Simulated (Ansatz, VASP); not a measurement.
# Al8H in VASP and in Ansatz

The input INCAR:

```
ALGO     = Normal         # electronic algorithm
DIPOL    = 0.5 0.5 0.305
EDIFF    = 1E-6           # SCF threshold, eV
ENCUT    = 520            # plane-wave cutoff, eV
GGA      = PE             # functional
IDIPOL   = 3            
ISIF     = 2              # what is computed and relaxed
ISMEAR   = 0              # smearing method
LASPH    = True           # aspherical terms in the spheres
LCHARG   = True           # write CHGCAR
LDIPOL   = True         
LELF     = True           # ELF
LREAL    = Auto         
LVACPOTAV= True         
LVHAR    = True         
LWAVE    = False          # write WAVECAR
NBANDS   = 40             # bands
NELM     = 60             # most SCF steps
PREC     = Accurate       # precision mode
SIGMA    = 0.1            # smearing width, eV
```

Contents of KPOINTS:

```
k-points
0
Gamma
  5 4 1
```

Contents of POSCAR:

```
Al8H
1.0
    5.7135165837      0.0000000000      0.0000000000
    0.0000000000      8.0801326415      0.0000000000
    0.0000000000      0.0000000000     22.2432786975
Al H
16 2
Direct
    0.2500000000      0.2500000000      0.1798296040
    0.2500000000      0.7500000000      0.1798296040
    0.7500000000      0.2500000000      0.1798296040
    0.7500000000      0.7500000000      0.1798296040
    0.0000000000      0.0000000000      0.2440458181
    0.0000000000      0.5000000000      0.2440458181
    0.5000000000      0.0000000000      0.2440458181
    0.5000000000      0.5000000000      0.2440458181
    0.2500000000      0.2500000000      0.3102598702
    0.2500000000      0.7500000000      0.3102598702
    0.7500000000      0.2500000000      0.3102598702
    0.7500000000      0.7500000000      0.3102598702
    0.0000000000      0.0000000000      0.3705963860
    0.0000000000      0.5000000000      0.3705963860
    0.5000000000      0.0000000000      0.3705963860
    0.5000000000      0.5000000000      0.3705963860
    0.2500000000      0.2097778880      0.5324430296
    0.2500000000      0.2902221120      0.5324430296
```

Input for Ansatz:

```yaml
crystal:
  lattice:
    - [5.7135165837, 0.0, 0.0]
    - [0.0, 8.0801326415, 0.0]
    - [0.0, 0.0, 22.2432786975]
  atoms:
    - { symbol: Al, position: [0.25, 0.25, 0.179829604] }
    - { symbol: Al, position: [0.25, 0.75, 0.179829604] }
    - { symbol: Al, position: [0.75, 0.25, 0.179829604] }
    - { symbol: Al, position: [0.75, 0.75, 0.179829604] }
    - { symbol: Al, position: [0.0, 0.0, 0.2440458181] }
    - { symbol: Al, position: [0.0, 0.5, 0.2440458181] }
    - { symbol: Al, position: [0.5, 0.0, 0.2440458181] }
    - { symbol: Al, position: [0.5, 0.5, 0.2440458181] }
    - { symbol: Al, position: [0.25, 0.25, 0.3102598702] }
    - { symbol: Al, position: [0.25, 0.75, 0.3102598702] }
    - { symbol: Al, position: [0.75, 0.25, 0.3102598702] }
    - { symbol: Al, position: [0.75, 0.75, 0.3102598702] }
    - { symbol: Al, position: [0.0, 0.0, 0.370596386] }
    - { symbol: Al, position: [0.0, 0.5, 0.370596386] }
    - { symbol: Al, position: [0.5, 0.0, 0.370596386] }
    - { symbol: Al, position: [0.5, 0.5, 0.370596386] }
    - { symbol: H, position: [0.25, 0.209777888, 0.5324430296] }
    - { symbol: H, position: [0.25, 0.290222112, 0.5324430296] }
basis:
  ecutwfc: 420
kpoints:
  mp_grid: { grid: [5, 4, 1] }
hamiltonian:
  xc: pbe
  pseudopotentials: { kind: paw, azcp: { folder: soft_1 } }
scf:
  occupations: { method: gaussian, width: 0.1 }
output:
  forces: true
  eigenvalues: true
efield:
  axis: 3
  dipole_correction: true
  ramp_width: 0.04
```

Alike in both runs: task single point; functional PBE; k mesh 5 × 4 × 1; occupations gaussian, width 0.1 eV; no spin polarisation.

|  | VASP | Ansatz |
| --- | --- | --- |
| version | VASP 6.6.1 | Ansatz 0.2.0 |
| potentials or method | VASP PAW PBE potentials, release 64 (Al, H), cutoff 520 eV | scalar-relativistic, plane waves, PAW |
| valence electrons in the cell | 50 | 50 |

```csv
,VASP,Ansatz,Ansatz less VASP
gap on the k mesh at the Fermi level (eV),none,none,-
rms of the force components (eV/Å),0.944,0.938,-0.0063
"work function, face that differs most (eV)",4.07,4.07,-0.003
```

Atom by atom the forces differ by 0.006 eV/Å (rms over components). A gap of «none» marks a metal or a gap that the smearing closes.
